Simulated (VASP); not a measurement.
# Ga4Sb3As (P-4m2) in VASP: single point with PBE

Aim: the single point of Ga4Sb3As with PBE.

Program: VASP 6.6.1. These are calculated values, not measurements. Logs are shortened: lines on timing, memory, paths and dates and some standing lists are left out, and cuts for length are marked.

**1. The cell of the first run**

The structure is tetragonal, space group P-4m2 (No. 115). Conventional cell: a = 4.315 Å, b = 4.315 Å, c = 12.198 Å, α = 90.00°, β = 90.00°, γ = 90.00°. Ga (site symmetry 2mm) has 4 Sb at 2.67 Å within 3.5 Å. Ga (site symmetry 2mm) has 2 As at 2.56 Å and 2 Sb at 2.67 Å within 3.4 Å. Sb (site symmetry 2mm) has 4 Ga at 2.67 Å within 3.5 Å. Within 3.5 Å of Sb (site symmetry -4m2) lie 4 Ga at 2.67 Å. As (site symmetry -4m2) has 4 Ga at 2.56 Å within 3.4 Å.

**2. Single point, PBE**

File INCAR:

```
SYSTEM = Ga4Sb3As
  ALGO = Normal
  EDIFF = 1E-6
  ENCUT = 520
  GGA = PE
  ISIF = 2
  ISMEAR = -1
  LASPH = .True.
  LCHARG = .True.
  LELF = .True.
  LREAL = .False.
  LVHAR = .True.
  LWAVE = .False.
  NBANDS = 46
  NELM = 60
  PREC = Accurate
  SIGMA = 0.15
```

File KPOINTS:

```
k-points
0
Gamma
  10 10 4
  0 0 0
```

File POSCAR:

```
Ga4Sb3As
1.0
    4.3154913875      0.0000000000      0.0000000000
    0.0000000000      4.3154913875      0.0000000000
    0.0000000000      0.0000000000     12.1980429967
Ga Sb As
4 3 1
Direct
    0.5000000000      0.0000000000      0.6293583156
    0.0000000000      0.5000000000      0.8875808133
    0.5000000000      0.0000000000      0.1124191867
    0.0000000000      0.5000000000      0.3706416844
    0.5000000000      0.5000000000      0.2417376065
    0.0000000000      0.0000000000      0.5000000000
    0.5000000000      0.5000000000      0.7582623935
    0.0000000000      0.0000000000      0.0000000000
```

Potentials or basis: VASP PAW PBE potentials, release 64 (Ga_d, Sb, As).

The run is started by

```console
> cat potpaw_PBE.64/Ga_d/POTCAR potpaw_PBE.64/Sb/POTCAR potpaw_PBE.64/As/POTCAR > POTCAR
> mpirun -np 1 vasp_std > vasp.out
```

OUTCAR:

```text
SYSTEM = Ga4Sb3As
   EDIFF = 1E-6
   ENCUT = 520
   GGA = PE
   ISIF = 2
   ISMEAR = -1
   LASPH = .True.
   LREAL = .False.
   NELM = 60
   PREC = Accurate

 ion  position               nearest neighbor table
   1  0.500  0.000  0.629-   7 2.67   7 2.67   6 2.67   6 2.67
   2  0.000  0.500  0.888-   8 2.56   8 2.56   7 2.67   7 2.67
   3  0.500  0.000  0.112-   8 2.56   8 2.56   5 2.67   5 2.67
   4  0.000  0.500  0.371-   5 2.67   5 2.67   6 2.67   6 2.67
   5  0.500  0.500  0.242-   4 2.67   4 2.67   3 2.67   3 2.67
   6  0.000  0.000  0.500-   1 2.67   4 2.67   4 2.67   1 2.67
   7  0.500  0.500  0.758-   1 2.67   1 2.67   2 2.67   2 2.67
   8  0.000  0.000  0.000-   2 2.56   3 2.56   2 2.56   3 2.56

  LATTYP: Found a simple tetragonal cell.
 ALAT       =     4.3154913875
 C/A-ratio  =     2.8265710440

  Lattice vectors:

 A1 = (   4.3154913875,   0.0000000000,   0.0000000000)
 A2 = (   0.0000000000,   4.3154913875,   0.0000000000)
 A3 = (   0.0000000000,   0.0000000000,  12.1980429967)

Analysis of symmetry for initial positions (statically):
=====================================================================
 Subroutine PRICEL returns:
 Original cell was already a primitive cell.

 Routine SETGRP: Setting up the symmetry group for a
 simple tetragonal supercell.

 Subroutine GETGRP returns: Found  8 space group operations
 (whereof  8 operations were pure point group operations)
 out of a pool of 16 trial point group operations.

The static configuration has the point symmetry D_2d.

Analysis of symmetry for dynamics (positions and initial velocities):
=====================================================================
 Subroutine PRICEL returns:
 Original cell was already a primitive cell.

 Routine SETGRP: Setting up the symmetry group for a
 simple tetragonal supercell.

 Subroutine GETGRP returns: Found  8 space group operations
 (whereof  8 operations were pure point group operations)
 out of a pool of 16 trial point group operations.

The dynamic configuration has the point symmetry D_2d.

 Subroutine INISYM returns: Found  8 space group operations
 (whereof  8 operations are pure point group operations),
 and found     1 'primitive' translations

----------------------------------------------------------------------------------------

                                     Primitive cell

  volume of cell :     227.1698

  direct lattice vectors                    reciprocal lattice vectors
     4.315491387  0.000000000  0.000000000     0.231723322  0.000000000  0.000000000
     0.000000000  4.315491387  0.000000000     0.000000000  0.231723322  0.000000000
     0.000000000  0.000000000 12.198042997     0.000000000  0.000000000  0.081980364

  length of vectors
     4.315491387  4.315491387 12.198042997     0.231723322  0.231723322  0.081980364

  position of ions in fractional coordinates (direct lattice)
     0.500000000  0.000000000  0.629358316
     0.000000000  0.500000000  0.887580813
     0.500000000  0.000000000  0.112419187
     0.000000000  0.500000000  0.370641684
     0.500000000  0.500000000  0.241737607
     0.000000000  0.000000000  0.500000000
     0.500000000  0.500000000  0.758262393
     0.000000000  0.000000000  0.000000000

  ion indices of the primitive-cell ions
   primitive index   ion index
                 1           1
                 2           2
                 3           3
                 4           4
                 5           5
                 6           6
                 7           7
                 8           8

----------------------------------------------------------------------------------------

 KPOINTS: k-points

Automatic generation of k-mesh.
 Grid dimensions read from file:
 generate k-points for:   10   10    4

 Generating k-lattice:

  Cartesian coordinates                     Fractional coordinates (reciprocal lattice)
     0.023172332  0.000000000  0.000000000     0.100000000  0.000000000  0.000000000
     0.000000000  0.023172332  0.000000000     0.000000000  0.100000000  0.000000000
     0.000000000  0.000000000  0.020495091     0.000000000  0.000000000  0.250000000

  Length of vectors
     0.023172332  0.023172332  0.020495091

  Shift w.r.t. Gamma in fractional coordinates (k-lattice)
     0.000000000  0.000000000  0.000000000

 Subroutine IBZKPT returns following result:
 ===========================================

 Found     63 irreducible k-points:

 Following reciprocal coordinates:
            Coordinates               Weight
  0.000000  0.000000  0.000000      1.000000
  0.100000  0.000000  0.000000      4.000000
  0.200000  0.000000  0.000000      4.000000
  0.300000  0.000000  0.000000      4.000000
  0.400000  0.000000  0.000000      4.000000
  0.500000  0.000000  0.000000      2.000000
[... 16 lines left out ...]
  0.100000  0.000000  0.250000      8.000000
  0.200000  0.000000  0.250000      8.000000
 [... further k-points ...]
   k-points           NKPTS =     63   k-points in BZ     NKDIM =     63   number of bands    NBANDS=     46
   number of dos      NEDOS =    301   number of ions     NIONS =      8
   total plane-waves  NPLWV =  98304
   dimension x,y,z NGX =    32 NGY =   32 NGZ =   96
   dimension x,y,z NGXF=    64 NGYF=   64 NGZF=  192
   ions per type =               4   3   1
   NGX,Y,Z   is equivalent  to a cutoff of  12.33, 12.33, 13.08 a.u.
   NGXF,Y,Z  is equivalent  to a cutoff of  24.65, 24.65, 26.17 a.u.
 SYSTEM =  Ga4Sb3As
   PREC   = accura    normal or accurate (medium, high low for compatibility)
   ISTART =      0    job   : 0-new  1-cont  2-samecut
   ICHARG =      2    charge: 1-file 2-atom 10-const
   ISPIN  =      1    spin polarized calculation?
   LNONCOLLINEAR =      F non collinear calculations
   LSORBIT =      F    spin-orbit coupling
   LASPH  =      T    aspherical Exc in radial PAW
   ENCUT  =  520.0 eV  38.22 Ry    6.18 a.u.   8.02  8.02 22.68*2*pi/ulx,y,z
   NELM   =     60;   NELMIN=  2; NELMDL= -5     # of ELM steps
   EDIFF  = 0.1E-05   stopping-criterion for ELM
   LREAL  =      F    real-space projection
   EDIFFG = 0.1E-04   stopping-criterion for IOM
   NSW    =      0    number of steps for IOM
   IBRION =     -1    ionic relax: 0-MD 1-quasi-New 2-CG
   NFREE  =      0    steps in history (QN), initial steepest desc. (CG)
   ISIF   =      2    stress and relaxation
   ISYM   =      2    0-nonsym 1-usesym 2-fastsym
   POTIM  = 0.5000    time-step for ionic-motion
   TEBEG  =    0.0;   TEEND  =   0.0 temperature during run
   PSTRESS=    0.0 pullay stress
   NELECT =      72.0000    total number of electrons
   NUPDOWN=      -1.0000    fix difference up-down
   EMIN   =  10.00;   EMAX   =-10.00  energy-range for DOS
   EFERMI =   0.00;   METHOD = LEGACY
   ISMEAR =    -1;   SIGMA  =   0.15  broadening in eV -4-tet -1-fermi 0-gaus
   EFERMI_NEDOS =   21; number of points for ismear=-14 and -15
   IALGO  =     38    algorithm
   IMIX   =      4    mixing-type and parameters
     AMIX     =   0.40;   BMIX     =  1.00
     AMIX_MAG =   1.60;   BMIX_MAG =  1.00
  volume/ion in A,a.u.               =      28.40       191.63
  Fermi-wavevector in a.u.,A,eV,Ry     =   1.116183  2.109280 16.951018  1.245865
  Thomas-Fermi vector in A             =   2.252795
   LORBIT       =      0    0 simple, 1 ext, 2 COOP (PROOUT), +10 PAW based schemes
   GGA     = PE    functional components
   LHFCALC =     F    Hartree Fock is set to
   AEXX    =    0.0000 exact exchange contribution
   IVDW    =     0    specifies the selected vdW correction
   LEPSILON=     F    determine dielectric tensor
   LRPA    =     F    only Hartree local field effects (RPA)
 non-spin polarized calculation
  energy-cutoff  :      520.00
  volume of cell :      227.17
 maximum number of plane-waves:      6180
   NGX = 17   NGY = 17   NGZ = 45

 number of electron      72.0000050 magnetization

 Free energy of the ion-electron system (eV)
  ---------------------------------------------------
  ext. energy  EPLUGINS =         0.00000000
  ---------------------------------------------------
  free energy    TOTEN  =       -30.24402707 eV

  energy without entropy =      -30.21093806  energy(sigma->0) =      -30.22748257

 E-fermi :   4.4193     XC(G=0):  -9.0004

 val. band max:        4.3714472932   @ k =   0.5000   0.0000   0.0000
 cond. band min:       4.6337527853   @ k =   0.4000   0.0000   0.2500
 fundamental gap:      0.2623054921
 Fermi energy:         4.4193197142

 k-point     1 :       0.0000    0.0000    0.0000
  band No.  band energies     occupation
      1     -10.7614      2.00000
      2     -10.7188      2.00000
      3     -10.7128      2.00000
      4     -10.7128      2.00000
      5     -10.6939      2.00000
      6     -10.6932      2.00000
[... 38 lines left out ...]
     45       7.2177      0.00000
     46       7.3597      0.00000

 k-point     2 :       0.1000    0.0000    0.0000
  band No.  band energies     occupation
      1     -10.7606      2.00000
      2     -10.7201      2.00000
      3     -10.7133      2.00000
      4     -10.7124      2.00000
      5     -10.6942      2.00000
      6     -10.6937      2.00000
[... 38 lines left out ...]
     45       7.3034      0.00000
     46       7.6404      0.00000

 k-point     3 :       0.2000    0.0000    0.0000
  band No.  band energies     occupation
      1     -10.7590      2.00000
      2     -10.7244      2.00000
      3     -10.7141      2.00000
      4     -10.7113      2.00000
      5     -10.6949      2.00000
      6     -10.6948      2.00000
[... 1018 lines left out ...]
     45       7.5096      0.00000
     46       7.6242      0.00000

 k-point    24 :       0.2000    0.0000    0.2500
  band No.  band energies     occupation
      1     -10.7589      2.00000
      2     -10.7245      2.00000
      3     -10.7142      2.00000
      4     -10.7113      2.00000
      5     -10.6950      2.00000
      6     -10.6948      2.00000
[... 38 lines left out ...]
     45       7.8571      0.00000
     46       8.4610      0.00000

 [... further k-points ...]

------------------------ aborting loop because EDIFF is reached ----------------------------------------

  FORCE on cell =-STRESS in cart. coord.  units (eV):
  Direction    XX          YY          ZZ          XY          YZ          ZX
  --------------------------------------------------------------------------------------
  -------------------------------------------------------------------------------------
  Total        0.1220911      0.1220911      0.1175814      0.0000000      0.0000000      0.0000000
  in kB        0.8610808      0.8610808      0.8292748      0.0000000      0.0000000      0.0000000
  external PRESSURE =       0.8504788 kB  Pullay stress =       0.0000000 kB

 VOLUME and BASIS-vectors are now :
 -----------------------------------------------------------------------------
  energy-cutoff  :      520.00
  volume of cell :      227.17
      direct lattice vectors                 reciprocal lattice vectors
     4.315491387  0.000000000  0.000000000     0.231723322  0.000000000  0.000000000
     0.000000000  4.315491387  0.000000000     0.000000000  0.231723322  0.000000000
     0.000000000  0.000000000 12.198042997     0.000000000  0.000000000  0.081980364

 POSITION                                       TOTAL-FORCE (eV/Angst)
 -----------------------------------------------------------------------------------
      2.15775      0.00000      7.67694         0.000000     -0.000000      0.000934
      0.00000      2.15775     10.82675        -0.000000     -0.000000     -0.004651
      2.15775      0.00000      1.37129        -0.000000     -0.000000      0.004651
      0.00000      2.15775      4.52110        -0.000000     -0.000000     -0.000934
      2.15775      2.15775      2.94873        -0.000000      0.000000      0.000116
      0.00000      0.00000      6.09902        -0.000000     -0.000000      0.000000
      2.15775      2.15775      9.24932        -0.000000      0.000000     -0.000116
      0.00000      0.00000      0.00000        -0.000000     -0.000000      0.000000
 -----------------------------------------------------------------------------------
    total drift:                                0.000000      0.000000      0.000000

  FREE ENERGIE OF THE ION-ELECTRON SYSTEM (eV)
  ---------------------------------------------------
  free  energy   TOTEN  =       -30.2440270715 eV

  energy  without entropy=      -30.2109380640  energy(sigma->0) =      -30.22748257
```

It took 17 min on 1 thread of Intel Xeon 8259CL, shared host; peak memory 0.7 GiB.

Results:

```yaml
Free_energy: -30.2440 eV
Pressure: 0.1 GPa
Largest_force: 0.005 eV/Å
Band_gap_on_the_k_mesh: zero (filled and empty bands touch)
```

Forces on the atoms (eV/Å):
```
Ga   0.000  0.000  0.001
Ga   0.000  0.000 -0.005
Ga   0.000  0.000  0.005
Ga   0.000  0.000 -0.001
Sb   0.000  0.000  0.000
Sb   0.000  0.000  0.000
Sb   0.000  0.000  0.000
As   0.000  0.000  0.000
```

Levels at points of the mesh, in eV from the Fermi level:
```csv
k point,band 34,band 35,band 36,band 37,band 38,band 39
"(0.00, 0.00, 0.00)",-0.49,-0.22,-0.16,-0.16,0.78,1.20
"(0.50, 0.00, 0.00)",-1.15,-1.11,-1.07,-0.05,0.41,1.69
"(0.50, 0.50, 0.00)",-2.64,-2.64,-2.55,0.90,0.90,1.13
"(0.00, 0.00, 0.50)",-0.93,-0.64,-0.64,0.70,0.87,1.41
"(0.50, 0.00, 0.50)",-1.12,-1.12,-1.10,0.77,1.34,1.41
"(0.50, 0.50, 0.50)",-2.96,-2.89,-2.82,1.76,1.76,1.99
```

Caveat: semilocal functionals underestimate gaps, so a narrow gap can read as zero; spin-orbit coupling is left out, which moves the levels of the heavy elements.
